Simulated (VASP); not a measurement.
# AlAs (F-43m) in VASP: further runs

Runs on AlAs. Level: PBEsol. Tasks: electric field gradients, single point.

All numbers are computed with VASP 6.6.1; they aren't measurements. Logs are shortened: lines on timing, memory, paths and dates and some standing lists are left out, and cuts for length are marked.

## Step 1: The cell of the first run

Symmetry: F-43m, No. 216, cubic system. The conventional cell has a = 5.661 Å, b = 5.661 Å, c = 5.661 Å, α = 90.00°, β = 90.00°, γ = 90.00°. Al (site symmetry -43m) has 4 As at 2.45 Å within 3.2 Å. Within 3.2 Å of As (site symmetry -43m) lie 4 Al at 2.45 Å.

## Step 2: Electric field gradients, PBEsol

INCAR

```
SYSTEM = AlAs
PREC = Accurate ; ENCUT = 400
EDIFF = 1E-8 ; ISMEAR = -1
SIGMA = 0.05 ; LREAL = .FALSE.
LASPH = .TRUE. ; NELM = 120
ALGO = Normal ; ISIF = 2
LWAVE = .FALSE. ; LCHARG = .FALSE.
GGA = PS ; LEFG = .TRUE.
NBANDS = 11 ; GGA_COMPAT = .FALSE.
```

KPOINTS

```
Automatic mesh
0
G
  11 11 11
  0 0 0
```

POSCAR

```
AlAs
1.0
    0.0000000000      2.8304000000      2.8304000000
    2.8304000000      0.0000000000      2.8304000000
    2.8304000000      2.8304000000      0.0000000000
Al As
1 1
Direct
    0.0000000000      0.0000000000      0.0000000000
    0.7500000000      0.7500000000      0.7500000000
```

Potentials or basis: VASP PAW PBE potentials, release 64 (Al, As).

On the command line:

```console
$ cat potpaw_PBE.64/Al/POTCAR potpaw_PBE.64/As/POTCAR > POTCAR
$ mpirun -np 1 vasp_std > vasp.out
```

OUTCAR:

```text
SYSTEM = AlAs
   PREC = Accurate
   ENCUT = 400
   EDIFF = 1E-8
   ISMEAR = -1
   LREAL = .FALSE.
   LASPH = .TRUE.
   NELM = 120
   ISIF = 2
   GGA = PS

 ion  position               nearest neighbor table
   1  0.000  0.000  0.000-   2 2.45   2 2.45   2 2.45   2 2.45
   2  0.750  0.750  0.750-   1 2.45   1 2.45   1 2.45   1 2.45

  LATTYP: Found a face centered cubic cell.
 ALAT       =     5.6608000000

  Lattice vectors:

 A1 = (   0.0000000000,   2.8304000000,   2.8304000000)
 A2 = (   2.8304000000,   0.0000000000,   2.8304000000)
 A3 = (   2.8304000000,   2.8304000000,   0.0000000000)

Analysis of symmetry for initial positions (statically):
=====================================================================
 Subroutine PRICEL returns:
 Original cell was already a primitive cell.

 Routine SETGRP: Setting up the symmetry group for a
 face centered cubic supercell.

 Subroutine GETGRP returns: Found 24 space group operations
 (whereof 24 operations were pure point group operations)
 out of a pool of 48 trial point group operations.

The static configuration has the point symmetry T_d .

Analysis of symmetry for dynamics (positions and initial velocities):
=====================================================================
 Subroutine PRICEL returns:
 Original cell was already a primitive cell.

 Routine SETGRP: Setting up the symmetry group for a
 face centered cubic supercell.

 Subroutine GETGRP returns: Found 24 space group operations
 (whereof 24 operations were pure point group operations)
 out of a pool of 48 trial point group operations.

The dynamic configuration has the point symmetry T_d .

 Subroutine INISYM returns: Found 24 space group operations
 (whereof 24 operations are pure point group operations),
 and found     1 'primitive' translations

----------------------------------------------------------------------------------------

                                     Primitive cell

  volume of cell :      45.3496

  direct lattice vectors                    reciprocal lattice vectors
     0.000000000  2.830400000  2.830400000    -0.176653477  0.176653477  0.176653477
     2.830400000  0.000000000  2.830400000     0.176653477 -0.176653477  0.176653477
     2.830400000  2.830400000  0.000000000     0.176653477  0.176653477 -0.176653477

  length of vectors
     4.002790067  4.002790067  4.002790067     0.305972797  0.305972797  0.305972797

  position of ions in fractional coordinates (direct lattice)
     0.000000000  0.000000000  0.000000000
     0.750000000  0.750000000  0.750000000

  ion indices of the primitive-cell ions
   primitive index   ion index
                 1           1
                 2           2

----------------------------------------------------------------------------------------

 KPOINTS: Automatic mesh

Automatic generation of k-mesh.
 Grid dimensions read from file:
 generate k-points for:   11   11   11

 Generating k-lattice:

  Cartesian coordinates                     Fractional coordinates (reciprocal lattice)
    -0.016059407  0.016059407  0.016059407     0.090909091  0.000000000  0.000000000
     0.016059407 -0.016059407  0.016059407     0.000000000  0.090909091  0.000000000
     0.016059407  0.016059407 -0.016059407     0.000000000  0.000000000  0.090909091

  Length of vectors
     0.027815709  0.027815709  0.027815709

  Shift w.r.t. Gamma in fractional coordinates (k-lattice)
     0.000000000  0.000000000  0.000000000

 Subroutine IBZKPT returns following result:
 ===========================================

 Found     56 irreducible k-points:

 Following reciprocal coordinates:
            Coordinates               Weight
  0.000000  0.000000  0.000000      1.000000
  0.090909  0.000000  0.000000      8.000000
  0.181818  0.000000  0.000000      8.000000
  0.272727  0.000000  0.000000      8.000000
  0.363636  0.000000  0.000000      8.000000
  0.454545  0.000000  0.000000      8.000000
[... 16 lines left out ...]
 -0.272727  0.181818  0.000000     24.000000
 -0.181818  0.181818  0.000000     12.000000
 [... further k-points ...]
   k-points           NKPTS =     56   k-points in BZ     NKDIM =     56   number of bands    NBANDS=     11
   number of dos      NEDOS =    301   number of ions     NIONS =      2
   total plane-waves  NPLWV =  21952
   dimension x,y,z NGX =    28 NGY =   28 NGZ =   28
   dimension x,y,z NGXF=    56 NGYF=   56 NGZF=   56
   ions per type =               1   1
   NGX,Y,Z   is equivalent  to a cutoff of  11.63, 11.63, 11.63 a.u.
   NGXF,Y,Z  is equivalent  to a cutoff of  23.26, 23.26, 23.26 a.u.
 SYSTEM =  AlAs
   PREC   = accura    normal or accurate (medium, high low for compatibility)
   ISTART =      0    job   : 0-new  1-cont  2-samecut
   ICHARG =      2    charge: 1-file 2-atom 10-const
   ISPIN  =      1    spin polarized calculation?
   LNONCOLLINEAR =      F non collinear calculations
   LSORBIT =      F    spin-orbit coupling
   LASPH  =      T    aspherical Exc in radial PAW
   ENCUT  =  400.0 eV  29.40 Ry    5.42 a.u.   6.53  6.53  6.53*2*pi/ulx,y,z
   NELM   =    120;   NELMIN=  2; NELMDL= -5     # of ELM steps
   EDIFF  = 0.1E-07   stopping-criterion for ELM
   LREAL  =      F    real-space projection
   EDIFFG = 0.1E-06   stopping-criterion for IOM
   NSW    =      0    number of steps for IOM
   IBRION =     -1    ionic relax: 0-MD 1-quasi-New 2-CG
   NFREE  =      0    steps in history (QN), initial steepest desc. (CG)
   ISIF   =      2    stress and relaxation
   ISYM   =      2    0-nonsym 1-usesym 2-fastsym
   POTIM  = 0.5000    time-step for ionic-motion
   TEBEG  =    0.0;   TEEND  =   0.0 temperature during run
   PSTRESS=    0.0 pullay stress
   NELECT =       8.0000    total number of electrons
   NUPDOWN=      -1.0000    fix difference up-down
   EMIN   =  10.00;   EMAX   =-10.00  energy-range for DOS
   EFERMI =   0.00;   METHOD = LEGACY
   ISMEAR =    -1;   SIGMA  =   0.05  broadening in eV -4-tet -1-fermi 0-gaus
   EFERMI_NEDOS =   21; number of points for ismear=-14 and -15
   IALGO  =     38    algorithm
   IMIX   =      4    mixing-type and parameters
     AMIX     =   0.40;   BMIX     =  1.00
     AMIX_MAG =   1.60;   BMIX_MAG =  1.00
  volume/ion in A,a.u.               =      22.67       153.02
  Fermi-wavevector in a.u.,A,eV,Ry     =   0.918150  1.735052 11.469706  0.843000
  Thomas-Fermi vector in A             =   2.043199
   LORBIT       =      0    0 simple, 1 ext, 2 COOP (PROOUT), +10 PAW based schemes
   GGA     = PS    functional components
   LHFCALC =     F    Hartree Fock is set to
   AEXX    =    0.0000 exact exchange contribution
   IVDW    =     0    specifies the selected vdW correction
   LEPSILON=     F    determine dielectric tensor
   LRPA    =     F    only Hartree local field effects (RPA)
 non-spin polarized calculation
  energy-cutoff  :      400.00
  volume of cell :       45.35
 maximum number of plane-waves:       869
 NGX is ok and might be reduce to    28
   NGX = 13   NGY = 13   NGZ = 13

 number of electron       7.9999999 magnetization

 Free energy of the ion-electron system (eV)
  ---------------------------------------------------
  ext. energy  EPLUGINS =         0.00000000
  ---------------------------------------------------
  free energy    TOTEN  =       -10.06457440 eV

  energy without entropy =      -10.06457438  energy(sigma->0) =      -10.06457439

 E-fermi :   4.4923     XC(G=0):  -9.1960

 val. band max:        3.8011094852   @ k =   0.0000   0.0000   0.0000
 cond. band min:       5.1679635223   @ k =   0.4545   0.4545   0.0000
 fundamental gap:      1.3668540370
 Fermi energy:         4.4922898668

 k-point     1 :       0.0000    0.0000    0.0000
  band No.  band energies     occupation
      1      -8.0861      2.00000
      2       3.8011      2.00000
      3       3.8011      2.00000
      4       3.8011      2.00000
      5       5.7813      0.00000
      6       8.0650      0.00000
      7       8.0650      0.00000
      8       8.0650      0.00000
      9      12.5128      0.00000
     10      12.7928      0.00000
     11      12.7928      0.00000
[... 309 lines left out ...]
 k-point    24 :      -0.1818    0.1818    0.0000
  band No.  band energies     occupation
      1      -7.2861      2.00000
      2       0.1963      2.00000
      3       1.8676      2.00000
      4       3.3783      2.00000
      5       7.4707      0.00000
      6       8.6327      0.00000
      7       8.8964      0.00000
      8       9.6440      0.00000
      9      10.9863      0.00000
     10      13.7017      0.00000
     11      15.3552      0.00000

 [... further k-points ...]

------------------------ aborting loop because EDIFF is reached ----------------------------------------

  FORCE on cell =-STRESS in cart. coord.  units (eV):
  Direction    XX          YY          ZZ          XY          YZ          ZX
  --------------------------------------------------------------------------------------
  -------------------------------------------------------------------------------------
  Total        0.2272236      0.2272236      0.2272236     -0.0000000     -0.0000000     -0.0000000
  in kB        8.0276880      8.0276880      8.0276880     -0.0000000     -0.0000000     -0.0000000
  external PRESSURE =       8.0276880 kB  Pullay stress =       0.0000000 kB

 VOLUME and BASIS-vectors are now :
 -----------------------------------------------------------------------------
  energy-cutoff  :      400.00
  volume of cell :       45.35
      direct lattice vectors                 reciprocal lattice vectors
     0.000000000  2.830400000  2.830400000    -0.176653477  0.176653477  0.176653477
     2.830400000  0.000000000  2.830400000     0.176653477 -0.176653477  0.176653477
     2.830400000  2.830400000  0.000000000     0.176653477  0.176653477 -0.176653477

 POSITION                                       TOTAL-FORCE (eV/Angst)
 -----------------------------------------------------------------------------------
      0.00000      0.00000      0.00000        -0.000000     -0.000000     -0.000000
      4.24560      4.24560      4.24560         0.000000      0.000000      0.000000
 -----------------------------------------------------------------------------------
    total drift:                               -0.000000     -0.000000     -0.000000

  FREE ENERGIE OF THE ION-ELECTRON SYSTEM (eV)
  ---------------------------------------------------
  free  energy   TOTEN  =       -10.0645743978 eV

  energy  without entropy=      -10.0645743782  energy(sigma->0) =      -10.06457439

 Electric field gradients (V/A^2)
---------------------------------------------------------------------
 ion       V_xx      V_yy      V_zz      V_xy      V_xz      V_yz
---------------------------------------------------------------------
   1       0.000     0.000     0.000    -0.000    -0.000    -0.000
   2       0.000     0.000    -0.000    -0.000    -0.000    -0.000
---------------------------------------------------------------------

 Electric field gradients after diagonalization (V/A^2)
 (convention: |V_zz| > |V_xx| > |V_yy|)
----------------------------------------------------------------------
 ion       V_xx      V_yy      V_zz     asymmetry (V_yy - V_xx)/ V_zz
----------------------------------------------------------------------
   1       0.000     0.000    -0.000       0.000
   2       0.000     0.000    -0.001       0.000
----------------------------------------------------------------------

           NMR quadrupolar parameters

 Cq : quadrupolar parameter    Cq=e*Q*V_zz/h
 eta: asymmetry parameters     (V_yy - V_xx)/ V_zz
 Q  : nuclear electric quadrupole moment in mb (millibarn)
----------------------------------------------------------------------
 ion       Cq(MHz)       eta       Q (mb)
----------------------------------------------------------------------
   1      -0.000       0.000       1.000
   2      -0.000       0.000       1.000
----------------------------------------------------------------------
```

Wall time 11 s (1 thread of Intel Xeon 6975P-C (Granite Rapids), shared host); peak memory 0.16 GiB.

Results:

| Quantity | Value |
| --- | --- |
| Free energy | -10.0646 eV |
| Pressure | 0.8 GPa |
| Band gap on the k mesh | 1.37 eV (least direct gap 1.98 eV) |
| Largest electric field gradient by atom | zero within the noise of the run |

Levels at points of the mesh, in eV from the valence-band top:
| k point | band 2 | band 3 | band 4 | band 5 | band 6 | band 7 |
| --- | --- | --- | --- | --- | --- | --- |
| (0.00, 0.00, 0.00) | 0.00 | 0.00 | 0.00 | 1.98 | 4.26 | 4.26 |

Caveat: the PAW data sets were made with another functional, which shifts forces and pressure a little; an odd mesh through Γ misses points on the zone boundary, where band edges can lie. Expect the measured gap to be larger: semilocal functionals such as PBEsol lack the derivative discontinuity.

## Step 3: Electric field gradients, PBEsol

INCAR

```
  PREC = Accurate
  ENCUT = 400
  EDIFF = 1E-8
  ISMEAR = -1
  SIGMA = 0.05
  LREAL = F
  LASPH = T
  NELM = 120
  ALGO = Normal
  ISIF = 2
  LWAVE = F
  LCHARG = F
  GGA = PS
  LEFG = T
  NBANDS = 11
  GGA_COMPAT = F
```

KPOINTS

```
regular mesh
0
Gamma
  11 11 11
```

POSCAR is that of step 2.

Potentials or basis: VASP PAW PBE potentials, release 64 (Al, As).

On the command line:

```console
$ cat potpaw_PBE.64/Al/POTCAR potpaw_PBE.64/As/POTCAR > POTCAR
$ mpirun -np 1 vasp_std > vasp.out
```

OUTCAR:

```text
PREC = Accurate
   ENCUT = 400
   EDIFF = 1E-8
   ISMEAR = -1
   LREAL = F
   LASPH = T
   NELM = 120
   ISIF = 2
   GGA = PS

 ion  position               nearest neighbor table
   1  0.000  0.000  0.000-   2 2.45   2 2.45   2 2.45   2 2.45
   2  0.750  0.750  0.750-   1 2.45   1 2.45   1 2.45   1 2.45

  LATTYP: Found a face centered cubic cell.
 ALAT       =     5.6608000000

  Lattice vectors:

 A1 = (   0.0000000000,   2.8304000000,   2.8304000000)
 A2 = (   2.8304000000,   0.0000000000,   2.8304000000)
 A3 = (   2.8304000000,   2.8304000000,   0.0000000000)

Analysis of symmetry for initial positions (statically):
=====================================================================
 Subroutine PRICEL returns:
 Original cell was already a primitive cell.

 Routine SETGRP: Setting up the symmetry group for a
 face centered cubic supercell.

[... 523 lines left out ...]
  energy-cutoff  :      400.00
  volume of cell :       45.35
      direct lattice vectors                 reciprocal lattice vectors
     0.000000000  2.830400000  2.830400000    -0.176653477  0.176653477  0.176653477
     2.830400000  0.000000000  2.830400000     0.176653477 -0.176653477  0.176653477
     2.830400000  2.830400000  0.000000000     0.176653477  0.176653477 -0.176653477

 POSITION                                       TOTAL-FORCE (eV/Angst)
 -----------------------------------------------------------------------------------
      0.00000      0.00000      0.00000        -0.000000     -0.000000     -0.000000
      4.24560      4.24560      4.24560         0.000000      0.000000      0.000000
 -----------------------------------------------------------------------------------
    total drift:                               -0.000000     -0.000000     -0.000000

  FREE ENERGIE OF THE ION-ELECTRON SYSTEM (eV)
  ---------------------------------------------------
  free  energy   TOTEN  =       -10.0645743978 eV

  energy  without entropy=      -10.0645743782  energy(sigma->0) =      -10.06457439

 Electric field gradients (V/A^2)
---------------------------------------------------------------------
 ion       V_xx      V_yy      V_zz      V_xy      V_xz      V_yz
---------------------------------------------------------------------
   1       0.000     0.000     0.000    -0.000    -0.000    -0.000
   2       0.000     0.000    -0.000    -0.000    -0.000    -0.000
---------------------------------------------------------------------

 Electric field gradients after diagonalization (V/A^2)
 (convention: |V_zz| > |V_xx| > |V_yy|)
----------------------------------------------------------------------
 ion       V_xx      V_yy      V_zz     asymmetry (V_yy - V_xx)/ V_zz
----------------------------------------------------------------------
   1       0.000     0.000    -0.000       0.000
   2       0.000     0.000    -0.001       0.000
----------------------------------------------------------------------

           NMR quadrupolar parameters

 Cq : quadrupolar parameter    Cq=e*Q*V_zz/h
 eta: asymmetry parameters     (V_yy - V_xx)/ V_zz
 Q  : nuclear electric quadrupole moment in mb (millibarn)
----------------------------------------------------------------------
 ion       Cq(MHz)       eta       Q (mb)
----------------------------------------------------------------------
   1      -0.000       0.000       1.000
   2      -0.000       0.000       1.000
----------------------------------------------------------------------
```

It took 10 s on 1 thread of Intel Xeon 6975P-C (Granite Rapids), shared host; peak memory 0.16 GiB.

Results:

| Property | Result |
| --- | --- |
| Free energy | -10.0646 eV |
| Pressure | 0.8 GPa |
| Band gap on the k mesh | 1.37 eV (least direct gap 1.98 eV) |
| Largest electric field gradient by atom | zero within the noise of the run |

Levels at points of the mesh, in eV from the valence-band top:
```tsv
k point	band 2	band 3	band 4	band 5	band 6	band 7
(0.00, 0.00, 0.00)	0.00	0.00	0.00	1.98	4.26	4.26
```

Caveat: the PAW data sets were made with another functional, which shifts forces and pressure a little; an odd mesh through Γ misses points on the zone boundary, where band edges can lie.

## Step 4: Single point, PBEsol

POSCAR is that of step 3.

INCAR.step1

```
SYSTEM = AlAs
PREC     = Accurate       ! precision mode
ENCUT    = 400            ! plane-wave cutoff, eV
EDIFF    = 1E-6           ! SCF threshold, eV
ISMEAR   = -1             ! smearing method
SIGMA    = 0.05           ! smearing width, eV
LREAL    = .False.        ! projectors in reciprocal space
LASPH    = .True.         ! aspherical terms in the spheres
NELM     = 120            ! most SCF steps
ALGO     = Normal         ! electronic algorithm
ISIF     = 2              ! what is computed and relaxed
LWAVE    = .False.        ! write WAVECAR
LCHARG   = .True.         ! write CHGCAR
GGA      = PS             ! functional
NBANDS   = 11             ! bands
GGA_COMPAT= .False.      
NEDOS    = 2001           ! points of the DOS
LORBIT   = 11             ! projections on sites
```

KPOINTS.step1

```
Automatic mesh
0
Gamma
  11 11 11
  0 0 0
```

INCAR.step2

```
SYSTEM = AlAs
PREC     = Accurate       ! precision mode
ENCUT    = 400            ! plane-wave cutoff, eV
EDIFF    = 1E-6           ! SCF threshold, eV
ISMEAR   = -5             ! smearing method
SIGMA    = 0.05           ! smearing width, eV
LREAL    = .False.        ! projectors in reciprocal space
LASPH    = .True.         ! aspherical terms in the spheres
NELM     = 120            ! most SCF steps
ALGO     = Normal         ! electronic algorithm
ISIF     = 2              ! what is computed and relaxed
LWAVE    = .False.        ! write WAVECAR
LCHARG   = .False.        ! write CHGCAR
GGA      = PS             ! functional
LORBIT   = 11             ! projections on sites
NEDOS    = 1001           ! points of the DOS
ICHARG   = 11             ! starting density
GGA_COMPAT= .False.
```

KPOINTS.step2

```
Automatic mesh
0
Gamma
  17 17 17
  0 0 0
```

On the command line:

```console
$ cat potpaw_PBE.64/Al/POTCAR potpaw_PBE.64/As/POTCAR > POTCAR
$ cp INCAR.step1 INCAR
$ cp KPOINTS.step1 KPOINTS
$ mpirun -np 1 vasp_std > vasp.out
$ cp INCAR.step2 INCAR
$ cp KPOINTS.step2 KPOINTS
$ mpirun -np 1 vasp_std > vasp.out
```

Run time: 18 s. Hardware: 1 thread of Intel Xeon 6975P-C (Granite Rapids), shared host; peak memory 0.18 GiB.

It converged, with:

- Valence electrons inside the program's atomic spheres: Al 0.77; As 2.90

Levels at points of the mesh, in eV from the valence-band top:
| k point | band 1 | band 2 | band 3 | band 4 | band 5 | band 6 | band 7 | band 8 |
| --- | --- | --- | --- | --- | --- | --- | --- | --- |
| (0.00, 0.00, 0.00) | -11.89 | 0.00 | 0.00 | 0.00 | 1.98 | 4.26 | 4.26 | 4.26 |

Caveat: the PAW data sets were made with another functional, which shifts forces and pressure a little.
